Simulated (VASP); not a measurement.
# TaN in VASP: notebook, part 2 of 2

VASP 6.6.1.

### Step 4. Electric field gradients, PBEsol (zz strain of +3 %)

File INCAR:

```
PREC = Accurate
ENCUT = 520
EDIFF = 1E-8
ISMEAR = -1
SIGMA = 0.02
LREAL = F
LASPH = T
NELM = 60
ALGO = Normal
ISIF = 2
LWAVE = F
LCHARG = F
GGA = PS
LEFG = T
NBANDS = 15
```

File KPOINTS:

```
regular mesh
0
Gamma
  9 9 9
```

File POSCAR:

```
TaN
1.0
    0.0000000000      2.1790000000      2.2443700000
    2.1790000000      0.0000000000      2.2443700000
    2.1790000000      2.1790000000      0.0000000000
Ta N
1 1
Direct
    0.5000000000      0.5000000000      0.5000000000
    0.0000000000      0.0000000000      0.0000000000
```

Potentials or basis: VASP PAW PBE potentials, release 64 (Ta_pv, N).

The run is started by

```
cat potpaw_PBE.64/Ta_pv/POTCAR potpaw_PBE.64/N/POTCAR > POTCAR
mpirun -np 1 vasp_std > vasp.out
```

OUTCAR:

```text
PREC = Accurate
   ENCUT = 520
   EDIFF = 1E-8
   ISMEAR = -1
   LREAL = F
   LASPH = T
   NELM = 60
   ISIF = 2
   GGA = PS

 ion  position               nearest neighbor table
   1  0.500  0.500  0.500-   2 2.18   2 2.18   2 2.18   2 2.18   2 2.24   2 2.24
   2  0.000  0.000  0.000-   1 2.18   1 2.18   1 2.18   1 2.18   1 2.24   1 2.24

  LATTYP: Found a body centered tetragonal cell.
 ALAT       =     3.0815713524
 C/A-ratio  =     1.4566399692

  Lattice vectors:

 A1 = (  -2.1790000000,   0.0000000000,   2.2443700000)
 A2 = (   2.1790000000,   0.0000000000,   2.2443700000)
 A3 = (   0.0000000000,   2.1790000000,  -2.2443700000)

Analysis of symmetry for initial positions (statically):
=====================================================================
 Subroutine PRICEL returns:
 Original cell was already a primitive cell.

 Routine SETGRP: Setting up the symmetry group for a
 body centered tetragonal supercell.

 Subroutine GETGRP returns: Found 16 space group operations
 (whereof 16 operations were pure point group operations)
 out of a pool of 16 trial point group operations.

The static configuration has the point symmetry D_4h.

Analysis of symmetry for dynamics (positions and initial velocities):
=====================================================================
 Subroutine PRICEL returns:
 Original cell was already a primitive cell.

 Routine SETGRP: Setting up the symmetry group for a
 body centered tetragonal supercell.

 Subroutine GETGRP returns: Found 16 space group operations
 (whereof 16 operations were pure point group operations)
 out of a pool of 16 trial point group operations.

The dynamic configuration has the point symmetry D_4h.

 Subroutine INISYM returns: Found 16 space group operations
 (whereof 16 operations are pure point group operations),
 and found     1 'primitive' translations

----------------------------------------------------------------------------------------

                                     Primitive cell

  volume of cell :      21.3127

  direct lattice vectors                    reciprocal lattice vectors
     0.000000000  2.179000000  2.244370000    -0.229463056  0.229463056  0.222779666
     2.179000000  0.000000000  2.244370000     0.229463056 -0.229463056  0.222779666
     2.179000000  2.179000000  0.000000000     0.229463056  0.229463056 -0.222779666

  length of vectors
     3.128136458  3.128136458  3.081571352     0.393620843  0.393620843  0.393620843

  position of ions in fractional coordinates (direct lattice)
     0.500000000  0.500000000  0.500000000
     0.000000000  0.000000000  0.000000000

  ion indices of the primitive-cell ions
   primitive index   ion index
                 1           1
                 2           2

[... 86 lines left out ...]
   ISMEAR =    -1;   SIGMA  =   0.02  broadening in eV -4-tet -1-fermi 0-gaus
   EFERMI_NEDOS =   21; number of points for ismear=-14 and -15
   IALGO  =     38    algorithm
   IMIX   =      4    mixing-type and parameters
     AMIX     =   0.40;   BMIX     =  1.00
     AMIX_MAG =   1.60;   BMIX_MAG =  1.00
  volume/ion in A,a.u.               =      10.66        71.91
  Fermi-wavevector in a.u.,A,eV,Ry     =   1.487882  2.811689 30.120485  2.213793
  Thomas-Fermi vector in A             =   2.600987
   LORBIT       =      0    0 simple, 1 ext, 2 COOP (PROOUT), +10 PAW based schemes
   GGA     = PS    functional components
   LHFCALC =     F    Hartree Fock is set to
   AEXX    =    0.0000 exact exchange contribution
   IVDW    =     0    specifies the selected vdW correction
   LEPSILON=     F    determine dielectric tensor
   LRPA    =     F    only Hartree local field effects (RPA)
 non-spin polarized calculation
  energy-cutoff  :      520.00
  volume of cell :       21.31
 maximum number of plane-waves:       586
   NGX = 11   NGY = 11   NGZ = 11

 number of electron      16.0000003 magnetization

 Free energy of the ion-electron system (eV)
  ---------------------------------------------------
  ext. energy  EPLUGINS =         0.00000000
  ---------------------------------------------------
  free energy    TOTEN  =       -23.18414178 eV

  energy without entropy =      -23.18205193  energy(sigma->0) =      -23.18309686

 E-fermi :   9.2422     XC(G=0): -13.5750

 val. band max:        9.2415611273   @ k =   0.2222  -0.0000   0.1111
 cond. band min:       9.2544620570   @ k =   0.2222   0.1111   0.0000
 fundamental gap:      0.0129009297
 Fermi energy:         9.2422357061

 k-point     1 :       0.0000    0.0000    0.0000
  band No.  band energies     occupation
      1     -26.3680      2.00000
      2     -26.3467      2.00000
      3     -26.3467      2.00000
      4      -9.4448      2.00000
      5       5.4781      2.00000
      6       5.5981      2.00000
      7       5.5981      2.00000
      8       6.9942      2.00000
      9       7.3555      2.00000
     10       7.3555      2.00000
     11       9.0080      1.99998
     12       9.5838      0.00000
     13      11.0528      0.00000
     14      18.7353      0.00000
[... 401 lines left out ...]
      2     -26.5979      2.00000
      3     -26.5979      2.00000
      4      -8.1645      2.00000
      5       2.3126      2.00000
      6       3.9692      2.00000
      7       4.8048      2.00000
      8       4.8048      2.00000
      9      11.3568      0.00000
     10      12.8125      0.00000
     11      12.8125      0.00000
     12      13.7544      0.00000
     13      16.2368      0.00000
     14      18.4779      0.00000
     15      21.7325      0.00000

 [... further k-points ...]

------------------------ aborting loop because EDIFF is reached ----------------------------------------

  FORCE on cell =-STRESS in cart. coord.  units (eV):
  Direction    XX          YY          ZZ          XY          YZ          ZX
  --------------------------------------------------------------------------------------
  -------------------------------------------------------------------------------------
  Total        0.2049517      0.2049517     -2.1768294      0.0000000     -0.0000000      0.0000000
  in kB       15.4071790     15.4071790   -163.6424840      0.0000000     -0.0000000      0.0000000
  external PRESSURE =     -44.2760420 kB  Pullay stress =       0.0000000 kB

 VOLUME and BASIS-vectors are now :
 -----------------------------------------------------------------------------
  energy-cutoff  :      520.00
  volume of cell :       21.31
      direct lattice vectors                 reciprocal lattice vectors
     0.000000000  2.179000000  2.244370000    -0.229463056  0.229463056  0.222779666
     2.179000000  0.000000000  2.244370000     0.229463056 -0.229463056  0.222779666
     2.179000000  2.179000000  0.000000000     0.229463056  0.229463056 -0.222779666

 POSITION                                       TOTAL-FORCE (eV/Angst)
 -----------------------------------------------------------------------------------
      2.17900      2.17900      2.24437        -0.000000      0.000000      0.000000
      0.00000      0.00000      0.00000         0.000000     -0.000000      0.000000
 -----------------------------------------------------------------------------------
    total drift:                                0.000000     -0.000000     -0.000000

  FREE ENERGIE OF THE ION-ELECTRON SYSTEM (eV)
  ---------------------------------------------------
  free  energy   TOTEN  =       -23.1841417831 eV

  energy  without entropy=      -23.1820519280  energy(sigma->0) =      -23.18309686

 Electric field gradients (V/A^2)
---------------------------------------------------------------------
 ion       V_xx      V_yy      V_zz      V_xy      V_xz      V_yz
---------------------------------------------------------------------
   1     -62.326   -62.326   124.652     0.000    -0.000    -0.000
   2      -4.931    -4.931     9.863     0.000     0.000     0.000
---------------------------------------------------------------------

 Electric field gradients after diagonalization (V/A^2)
 (convention: |V_zz| > |V_xx| > |V_yy|)
----------------------------------------------------------------------
 ion       V_xx      V_yy      V_zz     asymmetry (V_yy - V_xx)/ V_zz
----------------------------------------------------------------------
   1     -62.326   -62.326   124.652       0.000
   2      -4.932    -4.931     9.863       0.000
----------------------------------------------------------------------

           NMR quadrupolar parameters

 Cq : quadrupolar parameter    Cq=e*Q*V_zz/h
 eta: asymmetry parameters     (V_yy - V_xx)/ V_zz
 Q  : nuclear electric quadrupole moment in mb (millibarn)
----------------------------------------------------------------------
 ion       Cq(MHz)       eta       Q (mb)
----------------------------------------------------------------------
   1       0.301       0.000       1.000
   2       0.024       0.000       1.000
----------------------------------------------------------------------
```

stdout:

```text
POSCAR found type information on POSCAR TaN
 POSCAR found :  2 types and       2 ions
 scaLAPACK will be used
 -----------------------------------------------------------------------------
|                                                                             |
|                                                                             |
|     You enforced a specific xc type in the INCAR file but a different       |
|     I HOPE YOU KNOW WHAT YOU ARE DOING!                                     |
|                                                                             |
 -----------------------------------------------------------------------------

 LDA part: xc-table for (Slater+PW92), standard interpolation
 POSCAR, INCAR and KPOINTS ok, starting setup
 FFT: planning ... GRIDC
 FFT: planning ... GRID_SOFT
 FFT: planning ... GRID
 WAVECAR not read
 entering main loop
ion   1

ion   2
```

It used 13 s of CPU time on 1 thread of Intel Xeon 6975P-C, with other jobs on the host.

What came out:

- Free energy: -23.1841 eV
- Pressure: -4.4 GPa
- Band gap on the k mesh: zero (band 8 reaches 10.90 eV, above the bottom of band 9 at 7.36 eV)

Stress tensor (GPa, compression positive):
```
  1.54   0.00   0.00
  0.00   1.54   0.00
  0.00   0.00 -16.36
```

Levels at points of the mesh, in eV from the Fermi level:
```tsv
k point	band 5	band 6	band 7	band 8	band 9	band 10	band 11	band 12
(0.00, 0.00, 0.00)	-3.76	-3.64	-3.64	-2.25	-1.89	-1.89	-0.23	0.34
```

Electric field gradients, principal values (V/Å²):
| atom | least | middle | greatest (by size) |
| --- | --- | --- | --- |
| 1 Ta | -62.326 | -62.326 | 124.652 |
| 2 N | -4.931 | -4.932 | 9.863 |

Caveat: the cell differs from its parent crystal (zz strain of +3 %); without QUAD_EFG the Cq values of the log hold for a quadrupole moment of 1 mb, not for the nuclei; the PAW data sets were made with another functional, which shifts forces and pressure a little; spin-orbit coupling is left out, which moves the levels of the heavy elements.

### Step 5. Electric field gradients, PBEsol (equal xy, yz and zx shear strains of -3 %)

File INCAR:

```
SYSTEM = TaN
ALGO = Normal
EDIFF = 1E-8
ENCUT = 520
GGA = PS
ISIF = 2
ISMEAR = -1
LASPH = .TRUE.
LCHARG = .FALSE.
LEFG = .TRUE.
LREAL = .FALSE.
LWAVE = .FALSE.
NBANDS = 15
NELM = 100
PREC = Accurate
SIGMA = 0.02
```

File KPOINTS:

```
k-points
0
G
  9 9 9
  0 0 0
```

File POSCAR:

```
TaN
1.0
   -0.0653700000      2.1463150000      2.1463150000
    2.1463150000     -0.0653700000      2.1463150000
    2.1463150000      2.1463150000     -0.0653700000
Ta N
1 1
Direct
    0.5000000000      0.5000000000      0.5000000000
    0.0000000000      0.0000000000      0.0000000000
```

Potentials or basis: VASP PAW PBE potentials, release 64 (Ta_pv, N).

The run is started by

```
cat potpaw_PBE.64/Ta_pv/POTCAR potpaw_PBE.64/N/POTCAR > POTCAR
mpirun -np 1 vasp_std > vasp.out
```

OUTCAR:

```text
SYSTEM = TaN
   EDIFF = 1E-8
   ENCUT = 520
   GGA = PS
   ISIF = 2
   ISMEAR = -1
   LASPH = .TRUE.
   LREAL = .FALSE.
   NELM = 100
   PREC = Accurate

 ion  position               nearest neighbor table
   1  0.500  0.500  0.500-   2 2.18   2 2.18   2 2.18   2 2.18   2 2.18   2 2.18
   2  0.000  0.000  0.000-   1 2.18   1 2.18   1 2.18   1 2.18   1 2.18   1 2.18

  LATTYP: Found a trigonal (rhomboedric) cell.
 ALAT       =     3.0360516128
 COS(alpha) =     0.4693254694

  Lattice vectors:

 A1 = (  -0.0653700000,   2.1463150000,   2.1463150000)
[... 645 lines left out ...]
  free  energy   TOTEN  =       -23.1984669076 eV

  energy  without entropy=      -23.1975167529  energy(sigma->0) =      -23.19799183

 Electric field gradients (V/A^2)
---------------------------------------------------------------------
 ion       V_xx      V_yy      V_zz      V_xy      V_xz      V_yz
---------------------------------------------------------------------
   1       0.000     0.000    -0.000     2.700     2.700     2.700
   2       0.000     0.000     0.000    -1.168    -1.168    -1.168
---------------------------------------------------------------------

 Electric field gradients after diagonalization (V/A^2)
 (convention: |V_zz| > |V_xx| > |V_yy|)
----------------------------------------------------------------------
 ion       V_xx      V_yy      V_zz     asymmetry (V_yy - V_xx)/ V_zz
----------------------------------------------------------------------
   1      -2.700    -2.700     5.399       0.000
   2       1.168     1.168    -2.336       0.000
----------------------------------------------------------------------

           NMR quadrupolar parameters

 Cq : quadrupolar parameter    Cq=e*Q*V_zz/h
 eta: asymmetry parameters     (V_yy - V_xx)/ V_zz
 Q  : nuclear electric quadrupole moment in mb (millibarn)
----------------------------------------------------------------------
 ion       Cq(MHz)       eta       Q (mb)
----------------------------------------------------------------------
   1       0.013       0.000       1.000
   2      -0.006       0.000       1.000
----------------------------------------------------------------------
```

OSZICAR:

```text
N       E                     dE             d eps       ncg     rms          rms(c)
DAV:   1     0.895551149802E+02    0.89555E+02   -0.88060E+03  2558   0.114E+03
DAV:   2    -0.231734009238E+02   -0.11273E+03   -0.10620E+03  3138   0.306E+02
DAV:   3    -0.259674108648E+02   -0.27940E+01   -0.27734E+01  2844   0.448E+01
DAV:   4    -0.259788258849E+02   -0.11415E-01   -0.11410E-01  3334   0.298E+00
DAV:   5    -0.259789048466E+02   -0.78962E-04   -0.78961E-04  2900   0.213E-01    0.258E+01
DAV:   6    -0.233045703336E+02    0.26743E+01   -0.47634E+00  3072   0.253E+01    0.109E+01
DAV:   7    -0.232355168123E+02    0.69054E-01   -0.45906E-01  3089   0.564E+00    0.738E+00
DAV:   8    -0.232053621406E+02    0.30155E-01   -0.15242E-01  2991   0.312E+00    0.159E+00
DAV:   9    -0.231986655310E+02    0.66966E-02   -0.19594E-02  2865   0.111E+00    0.338E-01
DAV:  10    -0.231985050760E+02    0.16045E-03   -0.11385E-03  3034   0.383E-01    0.632E-02
DAV:  11    -0.231984688563E+02    0.36220E-04   -0.88334E-05  2935   0.104E-01    0.263E-02
DAV:  12    -0.231984671711E+02    0.16852E-05   -0.69842E-06  2991   0.250E-02    0.327E-03
DAV:  13    -0.231984669033E+02    0.26782E-06   -0.58854E-07  2963   0.589E-03    0.192E-03
DAV:  14    -0.231984669076E+02   -0.42578E-08   -0.18091E-08  2774   0.135E-03
   1 F= -.23198467E+02 E0= -.23197992E+02  d E =-.950155E-03
```

It took 24 s on 1 thread of Intel Xeon 6975P-C, shared host; peak memory 0.16 GiB.

What came out:

- Free energy: -23.1985 eV
- Pressure: 5.8 GPa
- Band gap on the k mesh: zero (band 8 reaches 11.39 eV, above the bottom of band 9 at 7.22 eV)

Electric field gradients, principal values (V/Å²):
```csv
atom,least,middle,greatest (by size)
1 Ta,-2.700,-2.700,5.399
2 N,1.168,1.168,-2.336
```

Caveat: the cell differs from its parent crystal (equal xy, yz and zx shear strains of -3 %); without QUAD_EFG the Cq values of the log hold for a quadrupole moment of 1 mb, not for the nuclei; the PAW data sets were made with another functional, which shifts forces and pressure a little; spin-orbit coupling is left out, which moves the levels of the heavy elements.

### Step 6. Summary

| potentials or basis | cell | second run | gap on the mesh (eV) | pressure (GPa) |
| --- | --- | --- | --- | --- |
| VASP PAW PBE potentials, release 64 (Ta_sv_GW, N) | a = 3.097, b = 3.097, c = 3.082 Å, angles 60.2, 60.2, 59.7°, 2 atoms | valence_matched | none | 0.6 |
| VASP PAW PBE potentials, release 64 (Ta_sv_GW, N) | a = 3.066, b = 3.066, c = 3.051 Å, angles 60.2, 60.2, 59.7°, 2 atoms | valence_matched | none | 12.2 |
| VASP PAW PBE potentials, release 64 (Ta_pv, N) | a = 3.128, b = 3.128, c = 3.082 Å, angles 60.5, 60.5, 59.0°, 2 atoms | - | none | -4.4 |
| VASP PAW PBE potentials, release 64 (Ta_pv, N) | a = 3.036 Å, angles 62.0°, 2 atoms | - | none | 5.8 |

Alike in all rows: task electric field gradients; level PBEsol; no spin polarisation; k mesh 9 × 9 × 9; cutoff (eV) 520; smearing fermi-dirac 0.02 eV.

Caveats: the PAW data sets were made with another functional, which shifts forces and pressure a little; spin-orbit coupling is left out, which moves the levels of the heavy elements.

Total energies depend on the potentials used, so only differences within one code and one set of settings carry meaning.
